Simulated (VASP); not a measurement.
# Mg (P6_3/mmc) in VASP: further runs, part 2 of 2

VASP 6.6.1.

### 3 Relaxation of shape and atoms at fixed volume, PBE

This run uses another cell than the first one, of 23.62 Å³/atom.

Contents of INCAR:

```
SYSTEM = Mg
PREC     = Accurate       ! precision mode
ENCUT    = 600            ! plane-wave cutoff, eV
EDIFF    = 1E-7           ! SCF threshold, eV
ISMEAR   = -1             ! smearing method
SIGMA    = 0.05           ! smearing width, eV
LREAL    = .False.        ! projectors in reciprocal space
LASPH    = .True.         ! aspherical terms in the spheres
NELM     = 100            ! most SCF steps
ALGO     = Normal         ! electronic algorithm
ISIF     = 4              ! what is computed and relaxed
LWAVE    = .False.        ! write WAVECAR
LCHARG   = .False.        ! write CHGCAR
GGA      = PE             ! functional
IBRION   = 2              ! ionic algorithm
NSW      = 50             ! ionic steps
EDIFFG   = -0.005         ! ionic threshold
```

Contents of KPOINTS:

```
regular mesh
0
Gamma
  8 8 5
  0 0 0
```

Contents of POSCAR:

```
Mg
1.0
    4.4243965971      0.0000000000      0.0000000000
   -2.2121982986      3.8316398494      0.0000000000
    0.0000000000      0.0000000000      5.5742878805
Mg
4
Direct
    0.0000000000      0.0000000000      0.0000000000
    0.0000000000      0.0000000000      0.5000000000
    0.3333333333      0.6666666667      0.2500000000
    0.6666666667      0.3333333333      0.7500000000
```

Potentials or basis: VASP PAW PBE potentials, release 64 (Mg).

On the command line:

```console
> cat potpaw_PBE.64/Mg/POTCAR > POTCAR
> mpirun -np 1 vasp_std > vasp.out
```

OUTCAR:

```text
SYSTEM = Mg
   PREC = Accurate
   ENCUT = 600
   EDIFF = 1E-7
   ISMEAR = -1
   LREAL = .False.
   LASPH = .True.
   NELM = 100
   ISIF = 4
   GGA = PE
   IBRION = 2
   NSW = 50
   EDIFFG = -0.005

 ion  position               nearest neighbor table
   1  0.000  0.000  0.000-   2 2.79   2 2.79   4 2.91   3 2.91   3 2.91   4 2.91   4 2.91   3 2.91

   2  0.000  0.000  0.500-   1 2.79   1 2.79   4 2.91   3 2.91   3 2.91   4 2.91   4 2.91   3 2.91

   3  0.333  0.667  0.250-   1 2.91   2 2.91   1 2.91   2 2.91   1 2.91   2 2.91
   4  0.667  0.333  0.750-   1 2.91   2 2.91   1 2.91   2 2.91   1 2.91   2 2.91

  LATTYP: Found a hexagonal cell.
 ALAT       =     4.4243965971
 C/A-ratio  =     1.2598978772

  Lattice vectors:

 A1 = (   4.4243965971,   0.0000000000,   0.0000000000)
 A2 = (  -2.2121982986,   3.8316398494,   0.0000000000)
 A3 = (   0.0000000000,   0.0000000000,   5.5742878805)

Analysis of symmetry for initial positions (statically):
=====================================================================
 Subroutine PRICEL returns:
 Original cell was already a primitive cell.

 Routine SETGRP: Setting up the symmetry group for a
 hexagonal supercell.

 Subroutine GETGRP returns: Found 24 space group operations
[... 283 lines left out ...]

[... ionic steps 4 to 9 ...]

--------------------------------------- Ionic step       10  -------------------------------------------

 number of electron       8.0000000 magnetization

------------------------ aborting loop because EDIFF is reached ----------------------------------------
[... 71 lines left out ...]
--------------------------------------- Ionic step       12  -------------------------------------------

 number of electron       8.0000000 magnetization

 Free energy of the ion-electron system (eV)
  ---------------------------------------------------
  ext. energy  EPLUGINS =         0.00000000
  ---------------------------------------------------
  free energy    TOTEN  =        -6.03234174 eV

  energy without entropy =       -6.01760329  energy(sigma->0) =       -6.02497251

 E-fermi :   2.4509     XC(G=0):  -8.4028

 val. band max:        2.4261951658   @ k =   0.1250   0.0000   0.2000
 cond. band min:       2.4545229552   @ k =   0.3750  -0.0000   0.2000
 fundamental gap:      0.0283277893
 Fermi energy:         2.4508758932

 k-point     1 :       0.0000    0.0000    0.0000
  band No.  band energies     occupation
      1      -4.3231      2.00000
      2      -2.9629      2.00000
      3      -2.9590      2.00000
      4       0.8389      2.00000
      5       1.2265      2.00000
      6       7.3994      0.00000
      7       7.4071      0.00000
      8      13.2957      0.00000
[... 243 lines left out ...]
 k-point    24 :       0.3750   -0.0000    0.4000
  band No.  band energies     occupation
      1      -1.4260      2.00000
      2      -1.1603      2.00000
      3       0.9259      2.00000
      4       1.6779      2.00000
      5       3.2246      0.00000
      6       3.4643      0.00000
      7       5.5000      0.00000
      8       5.9232      0.00000

 [... further k-points ...]
[... 5 lines left out ...]
  --------------------------------------------------------------------------------------
  -------------------------------------------------------------------------------------
  Total       -0.6046658     -0.6046658     -0.6110947      0.0000000      0.0000000      0.0000000
  in kB      -10.2517465    -10.2517465    -10.3607454      0.0000000      0.0000000      0.0000000
  external PRESSURE =     -10.2880795 kB  Pullay stress =       0.0000000 kB
[... 19 lines left out ...]
  FREE ENERGIE OF THE ION-ELECTRON SYSTEM (eV)
  ---------------------------------------------------
  free  energy   TOTEN  =        -6.0323417359 eV

  energy  without entropy=       -6.0176032924  energy(sigma->0) =       -6.02497251

 reached required accuracy - stopping structural energy minimisation
```

OSZICAR:

```text
N       E                     dE             d eps       ncg     rms          rms(c)
DAV:   1     0.680592550159E+01    0.68059E+01   -0.27653E+03   480   0.790E+02
DAV:   2    -0.424761193897E+01   -0.11054E+02   -0.10648E+02   592   0.546E+01
DAV:   3    -0.450706873393E+01   -0.25946E+00   -0.25021E+00   728   0.874E+00
[... 97 lines left out ...]
DAV:   1    -0.603256101293E+01   -0.12777E-02   -0.40894E-02   688   0.114E+00    0.107E-01
DAV:   2    -0.603243599257E+01    0.12502E-03   -0.21465E-04   560   0.105E-01    0.676E-02
DAV:   3    -0.603234159313E+01    0.94399E-04   -0.89846E-05   656   0.513E-02    0.854E-04
DAV:   4    -0.603234169892E+01   -0.10579E-06   -0.74017E-07   656   0.651E-03    0.526E-04
DAV:   5    -0.603234173591E+01   -0.36983E-07   -0.71250E-09   456   0.680E-04
  12 F= -.60323417E+01 E0= -.60249725E+01  d E =-.157179E+01
```

Run time: 87 s. Hardware: 1 thread of Intel Xeon Platinum 8481C at 2.70GHz (Sapphire Rapids), shared host; peak memory 0.24 GiB.

Results:

```yaml
Free_energy: -6.0323 eV
Energy_gained_by_relaxing: 392.9 meV/atom
Ionic_steps: 12
Pressure_after_relaxing: -1.0 GPa
Band_gap_on_the_k_mesh: zero (bands 4 and 5 overlap by 2.31 eV)
```

The path:
```csv
step,energy change (eV),largest force (eV/Å),pressure (GPa),volume (Å³)
1,0.0000,0.0000,6.05,94.50
2,-0.0022,0.0000,6.02,94.50
3,-0.0068,0.0000,5.92,94.50
4,-0.0166,0.0000,5.73,94.50
5,-0.0359,0.0000,5.26,94.50
6,-0.0639,0.0000,4.36,94.50
7,-0.6177,0.0000,2.24,94.50
8,-1.1072,0.0000,1.12,94.50
9,-1.4314,0.0000,-0.42,94.50
10,-1.5475,0.0000,-0.98,94.50
11,-1.5707,0.0000,-1.01,94.50
12,-1.5718,0.0000,-1.03,94.50
```

Final structure:
```
Mg
1.0
     3.22489    0.00000    0.00000
    -1.61245    2.79284    0.00000
     0.00000    0.00000   10.49220
Mg
4
Direct
  0.00000 0.00000 0.00000
  0.00000 0.00000 0.50000
  0.33333 0.66667 0.25000
  0.66667 0.33333 0.75000
```

Caveat: a cell axis changed by over 15 % at a fixed basis, so the end point is rough.

### 4 Relaxation of shape and atoms at fixed volume, PBE

This run uses another cell than the first one, of 25.87 Å³/atom.

Contents of INCAR:

```
SYSTEM = Mg
ALGO = Normal ; EDIFF = 1E-6
EDIFFG = -0.005 ; ENCUT = 600
GGA = PE ; IBRION = 2
ISIF = 4 ; ISMEAR = -1
LASPH = .TRUE. ; LCHARG = .FALSE.
LREAL = .FALSE. ; LWAVE = .FALSE.
NELM = 100 ; NSW = 50
PREC = Accurate ; SIGMA = 0.05
```

Contents of KPOINTS:

```
k-points
0
G
  8 8 5
  0 0 0
```

Contents of POSCAR:

```
Mg
1.0
    4.5606165968      0.0000000000      0.0000000000
   -2.2803082984      3.9496098297      0.0000000000
    0.0000000000      0.0000000000      5.7459111690
Mg
4
Direct
    0.0000000000      0.0000000000      0.0000000000
    0.0000000000      0.0000000000      0.5000000000
    0.3333333333      0.6666666667      0.2500000000
    0.6666666667      0.3333333333      0.7500000000
```

On the command line:

```console
> cat potpaw_PBE.64/Mg/POTCAR > POTCAR
> mpirun -np 1 vasp_std > vasp.out
```

Run time: 25 s. Hardware: 1 thread of Intel Xeon Platinum 8481C at 2.70GHz (Sapphire Rapids), shared host; peak memory 0.25 GiB.

The run converged. Its results:

```
Free energy               : -4.6909 eV
Energy gained by relaxing : 0.2 meV/atom
Ionic steps               : 4
Pressure after relaxing   : 2.3 GPa
Band gap on the k mesh    : zero (bands 4 and 5 overlap by 3.88 eV)
```

The path:
```
step  energy change (eV)  largest force (eV/Å)  pressure (GPa)  volume (Å³)
   1              0.0000                0.0000            2.38       103.50
   2             -0.0004                0.0000            2.37       103.50
   3             -0.0009                0.0000            2.34       103.50
   4             -0.0009                0.0000            2.33       103.50
```

Final structure:
```
CELL_PARAMETERS angstrom
4.54123 0.00000 0.00000
-2.27062 3.93282 0.00000
0.00000 0.00000 5.79507
ATOMIC_POSITIONS crystal
Mg 0.00000 0.00000 0.00000
Mg 0.00000 0.00000 0.50000
Mg 0.33333 0.66667 0.25000
Mg 0.66667 0.33333 0.75000
```

Levels at points of the mesh, in eV from the Fermi level:
```tsv
k point	band 2	band 3	band 4	band 5	band 6	band 7
(0.00, 0.00, 0.00)	-2.09	-1.84	2.07	2.07	2.91	2.91
(0.50, 0.00, 0.00)	-3.60	-0.42	0.32	0.42	0.53	0.57
```

### 5 Summary

| task | cell | gap on the mesh (eV) | pressure (GPa) |
| --- | --- | --- | --- |
| relaxation of cell and atoms | relaxed from a = 4.210, b = 4.210, c = 5.978 Å, angles 90.0, 90.0, 120.0°, 4 atoms | none | 0.0 |
| relaxation of shape and atoms at fixed volume | relaxed from a = 4.424, b = 4.424, c = 5.574 Å, angles 90.0, 90.0, 120.0°, 4 atoms | none | -1.0 |
| relaxation of shape and atoms at fixed volume | relaxed from a = 4.561, b = 4.561, c = 5.746 Å, angles 90.0, 90.0, 120.0°, 4 atoms | none | 2.3 |

Alike in all rows: level PBE; potentials or basis VASP PAW PBE potentials, release 64 (Mg); no spin polarisation; k mesh 8 × 8 × 5; cutoff (eV) 600; smearing fermi-dirac 0.05 eV.

Caveats: the volume moved by over 15 % at a fixed basis, so the end points are rough (at least some runs); a cell axis changed by over 15 % at a fixed basis, so the end point is rough (at least some runs).

Total energies depend on the potentials used, so only differences within one code and one set of settings carry meaning.
